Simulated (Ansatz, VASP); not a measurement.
Sr in VASP and in Ansatz

```
Sr
1.0
     4.21668   -0.05931   -0.15960
    -1.59428    6.72096   -1.95981
     2.09300    0.56155    3.60275
Sr
2
Direct
  0.21504 0.52190 0.18492
  0.71548 0.02185 0.68202
```

Alike in both runs: functional PBE; k mesh 6 × 4 × 4; occupations gaussian, width 0.1 eV; no spin polarisation.

Ansatz relaxed the structure, and its values are those at the end. VASP's run is a single point on that final structure, the one shown.

```csv
,VASP,Ansatz
version,VASP 6.6.1,Ansatz 0.2.0
potentials or method,"VASP PAW PBE potentials, release 64 (Sr_sv), cutoff 520 eV","scalar-relativistic, plane waves, PAW"
valence electrons in the cell,20,20
```

```tsv
	VASP	Ansatz	Ansatz less VASP
gap on the k mesh at the Fermi level (eV)	none	none	-
pressure (GPa)	0.1	0.1	0.00
```

A gap of «none» marks a metal or a gap that the smearing closes.

The k mesh is coarse, so the values compare programs but aren't converged.
